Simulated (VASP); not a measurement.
# NaF (F-43m) in VASP: a series of runs, part 2 of 2

VASP 6.6.1.

## Step 4: Relaxation of cell and atoms, PBEsol

This run uses another cell than the first one, of 17.12 Å³/atom.

Contents of INCAR:

```
PREC     = Accurate       # precision mode
ENCUT    = 600            # plane-wave cutoff, eV
EDIFF    = 1E-6           # SCF threshold, eV
ISMEAR   = -1             # smearing method
SIGMA    = 0.02           # smearing width, eV
LREAL    = False          # projectors in reciprocal space
LASPH    = True           # aspherical terms in the spheres
NELM     = 60             # most SCF steps
ALGO     = Normal         # electronic algorithm
ISIF     = 3              # what is computed and relaxed
LWAVE    = False          # write WAVECAR
LCHARG   = False          # write CHGCAR
GGA      = PS             # functional
IBRION   = 2              # ionic algorithm
NSW      = 80             # ionic steps
EDIFFG   = -0.005         # ionic threshold
```

Contents of KPOINTS:

```
Automatic mesh
0
Gamma
  8 8 8
```

Contents of POSCAR:

```
NaF
1.0
    0.0000000000      2.5770889018      2.5770889018
    2.5770889018      0.0000000000      2.5770889018
    2.5770889018      2.5770889018      0.0000000000
Na F
1 1
Direct
    0.0000000000      0.0000000000      0.0000000000
    0.2500000000      0.2500000000      0.2500000000
```

Run with:

```console
> cat potpaw_PBE.64/Na_pv/POTCAR potpaw_PBE.64/F/POTCAR > POTCAR
> mpirun -np 1 vasp_std > vasp.out
```

Wall time 31 s (1 thread of Intel Xeon 6975P-C (Granite Rapids), shared host); peak memory 0.16 GiB.

The run converged. Its results:

```yaml
Free_energy: -8.5604 eV
Relaxed_volume: 16.47 Å³/atom
Relaxed_cell: a = 3.598 Å, b = 3.598 Å, c = 3.598 Å, α = 60.00°, β = 60.00°, γ = 60.00°
Space_group_after_relaxing_to_0.1_Å: F-43m (No. 216)
Energy_gained_by_relaxing: 2.5 meV/atom
Ionic_steps: 7
Pressure_after_relaxing: 0.0 GPa
Band_gap_on_the_k_mesh: 5.52 eV
```

Step by step:
| step | energy change (eV) | largest force (eV/Å) | pressure (GPa) | volume (Å³) |
| --- | --- | --- | --- | --- |
| 1 | 0.0000 | 0.0000 | -1.19 | 34.23 |
| 2 | -0.0037 | 0.0000 | -0.62 | 33.60 |
| 3 | -0.0049 | 0.0000 | -0.21 | 33.17 |
| 4 | -0.0037 | 0.0000 | 0.75 | 32.31 |
| 5 | -0.0050 | 0.0000 | -0.06 | 32.97 |
| 6 | -0.0050 | 0.0000 | 0.11 | 32.90 |
| 7 | -0.0050 | 0.0000 | -0.05 | 32.95 |

Final structure:
```
Na F
1.0
     0.00000    2.54449    2.54449
     2.54449    0.00000    2.54449
     2.54449    2.54449    0.00000
Na F
1 1
Direct
  0.00000 0.00000 0.00000
  0.25000 0.25000 0.25000
```

Levels at points of the mesh, in eV from the valence-band top:
```csv
k point,band 4,band 5,band 6,band 7,band 8,band 9,band 10,band 11
"(0.00, 0.00, 0.00)",-18.61,0.00,0.00,0.00,5.52,19.10,19.10,19.10
"(0.50, 0.00, 0.00)",-17.99,-0.84,-0.04,-0.04,9.81,10.77,17.04,17.04
"(0.50, 0.50, 0.00)",-17.87,-0.77,-0.16,-0.16,9.84,11.84,16.08,16.90
```

Caveat: the PAW data sets were made with another functional, which shifts forces and pressure a little. A k mesh can miss the band edges.

## Step 5: Relaxation of cell and atoms, LDA

This run uses another cell than the first one, of 17.12 Å³/atom.

Contents of INCAR:

```
SYSTEM = NaF
PREC     = Accurate       ! precision mode
ENCUT    = 600            ! plane-wave cutoff, eV
EDIFF    = 1E-6           ! SCF threshold, eV
ISMEAR   = -1             ! smearing method
SIGMA    = 0.02           ! smearing width, eV
LREAL    = .False.        ! projectors in reciprocal space
LASPH    = .True.         ! aspherical terms in the spheres
NELM     = 80             ! most SCF steps
ALGO     = Normal         ! electronic algorithm
ISIF     = 3              ! what is computed and relaxed
LWAVE    = .False.        ! write WAVECAR
LCHARG   = .False.        ! write CHGCAR
GGA      = CA             ! functional
IBRION   = 2              ! ionic algorithm
NSW      = 80             ! ionic steps
EDIFFG   = -0.005         ! ionic threshold
```

Contents of KPOINTS:

```
Automatic mesh
0
Gamma
  8 8 8
  0 0 0
```

POSCAR is that of step 4.

Potentials or basis: VASP PAW LDA potentials, release 64 (Na_pv, F).

Run with:

```console
> cat potpaw_LDA.64/Na_pv/POTCAR potpaw_LDA.64/F/POTCAR > POTCAR
> mpirun -np 1 vasp_std > vasp.out
```

Wall time 22 s (1 thread of Intel Xeon 6975P-C (Granite Rapids), shared host); peak memory 0.15 GiB.

The run converged. Its results:

```yaml
Free_energy: -9.0490 eV
Relaxed_volume: 15.21 Å³/atom
Relaxed_cell: a = 3.504 Å, b = 3.504 Å, c = 3.504 Å, α = 60.00°, β = 60.00°, γ = 60.00°
Space_group_after_relaxing_to_0.1_Å: F-43m (No. 216)
Energy_gained_by_relaxing: 25.4 meV/atom
Ionic_steps: 4
Pressure_after_relaxing: 0.0 GPa
Band_gap_on_the_k_mesh: 5.52 eV
```

Step by step:
```csv
step,energy change (eV),largest force (eV/Å),pressure (GPa),volume (Å³)
1,0.0000,0.0000,-3.81,34.23
2,-0.0376,0.0000,-2.20,32.25
3,-0.0508,0.0000,-0.12,30.50
4,-0.0508,0.0000,0.05,30.41
```

Final structure:
```
Na F
1.0
     0.00000    2.47743    2.47743
     2.47743    0.00000    2.47743
     2.47743    2.47743    0.00000
Na F
1 1
Direct
  0.00000 0.00000 0.00000
  0.25000 0.25000 0.25000
```

Levels at points of the mesh, in eV from the valence-band top:
```tsv
k point	band 3	band 4	band 5	band 6	band 7	band 8	band 9	band 10	band 11
(0.00, 0.00, 0.00)	-18.46	-18.37	0.00	0.00	0.00	5.52	19.61	19.61	19.61
(0.50, 0.00, 0.00)	-18.48	-17.58	-0.96	-0.04	-0.04	9.95	11.07	17.33	17.33
(0.50, 0.50, 0.00)	-18.51	-17.43	-0.88	-0.17	-0.17	9.83	12.05	16.68	17.41
```

## Step 6: Relaxation of cell and atoms, r2SCAN

This run uses another cell than the first one, of 17.12 Å³/atom.

POSCAR is that of step 5.

Contents of INCAR.step1:

```
SYSTEM = NaF
  PREC = Accurate
  ENCUT = 600
  ISMEAR = -1
  SIGMA = 0.02
  LREAL = .FALSE.
  LASPH = .TRUE.
  NELM = 80
  GGA = PE
  ALGO = Normal
  EDIFF = 1E-4
  LWAVE = .TRUE.
  LCHARG = .FALSE.
```

Contents of INCAR.step2:

```
SYSTEM = NaF
  PREC = Accurate
  ENCUT = 600
  EDIFF = 1E-6
  ISMEAR = -1
  SIGMA = 0.02
  LREAL = .FALSE.
  LASPH = .TRUE.
  NELM = 80
  ALGO = Normal
  ISIF = 3
  LWAVE = .FALSE.
  LCHARG = .FALSE.
  METAGGA = R2SCAN
  LMIXTAU = .TRUE.
  IBRION = 2
  NSW = 80
  EDIFFG = -0.005
  ISTART = 1
```

Contents of KPOINTS:

```
regular mesh
0
G
  8 8 8
  0 0 0
```

Potentials or basis: VASP PAW PBE potentials, release 64 (Na_pv, F).

Run with:

```console
> cat potpaw_PBE.64/Na_pv/POTCAR potpaw_PBE.64/F/POTCAR > POTCAR
> cp INCAR.step1 INCAR
> mpirun -np 1 vasp_std > vasp.out
> cp INCAR.step2 INCAR
> mpirun -np 1 vasp_std > vasp.out
```

Run time: 3.5 min. Hardware: 1 thread of Intel Xeon 6975P-C (Granite Rapids), shared host; peak memory 0.16 GiB.

The run converged. Its results:

```yaml
Free_energy: -12.3293 eV
Relaxed_volume: 16.01 Å³/atom
Relaxed_cell: a = 3.565 Å, b = 3.565 Å, c = 3.565 Å, α = 60.00°, β = 60.00°, γ = 60.00°
Space_group_after_relaxing_to_0.1_Å: F-43m (No. 216)
Energy_gained_by_relaxing: 9.0 meV/atom
Ionic_steps: 5
Pressure_after_relaxing: 0.0 GPa
Band_gap_on_the_k_mesh: 6.32 eV
```

The path:
| step | energy change (eV) | largest force (eV/Å) | pressure (GPa) | volume (Å³) |
| --- | --- | --- | --- | --- |
| 1 | 0.0000 | 0.0000 | -2.27 | 34.23 |
| 2 | -0.0136 | 0.0000 | -1.18 | 33.04 |
| 3 | -0.0172 | 0.0000 | -0.51 | 32.42 |
| 4 | -0.0156 | 0.0000 | 1.17 | 31.19 |
| 5 | -0.0181 | 0.0000 | -0.01 | 32.03 |

Final structure:
```
Na F
1.0
     0.00000    2.52061    2.52061
     2.52061    0.00000    2.52061
     2.52061    2.52061    0.00000
Na F
1 1
Direct
  0.00000 0.00000 0.00000
  0.25000 0.25000 0.25000
```

Levels at points of the mesh, in eV from the valence-band top:
| k point | band 4 | band 5 | band 6 | band 7 | band 8 | band 9 | band 10 | band 11 |
| --- | --- | --- | --- | --- | --- | --- | --- | --- |
| (0.00, 0.00, 0.00) | -19.36 | 0.00 | 0.00 | 0.00 | 6.32 | 20.64 | 20.64 | 20.64 |
| (0.50, 0.00, 0.00) | -18.88 | -0.82 | -0.03 | -0.03 | 10.61 | 11.87 | 18.16 | 18.16 |
| (0.50, 0.50, 0.00) | -18.76 | -0.75 | -0.15 | -0.15 | 10.53 | 12.80 | 17.75 | 18.26 |

Caveat: the PAW data sets were made with another functional, which shifts forces and pressure a little. A k mesh can miss the band edges.

## Step 7: Summary

```tsv
task	level	potentials or basis	cell	cutoff (eV)	gap on the mesh (eV)	pressure (GPa)	relaxed volume (Å³/atom)
single point	r2SCAN	VASP PAW PBE potentials, release 64 (Na_pv, F)	a = 3.580 Å, angles 60.0°, 2 atoms	520	6.27	-0.3	-
relaxation of cell and atoms	PBE	VASP PAW PBE potentials, release 64 (Na_pv, F)	relaxed from a = 3.193 Å, angles 60.0°, 2 atoms	600	5.51	0.0	16.75
relaxation of cell and atoms	PBEsol	VASP PAW PBE potentials, release 64 (Na_pv, F)	relaxed from a = 3.645 Å, angles 60.0°, 2 atoms	600	5.52	0.0	16.47
relaxation of cell and atoms	LDA	VASP PAW LDA potentials, release 64 (Na_pv, F)	relaxed from a = 3.645 Å, angles 60.0°, 2 atoms	600	5.52	0.0	15.21
relaxation of cell and atoms	r2SCAN	VASP PAW PBE potentials, release 64 (Na_pv, F)	relaxed from a = 3.645 Å, angles 60.0°, 2 atoms	600	6.32	0.0	16.01
```

Alike in all rows: no spin polarisation; k mesh 8 × 8 × 8; smearing fermi-dirac 0.02 eV.

Caveats: the PAW data sets were made with another functional, which shifts forces and pressure a little (at least some runs); the volume moved by over 15 % at a fixed basis, so the end points are rough (at least some runs).

Total energies depend on the potentials used, so only differences within one code and one set of settings carry meaning.
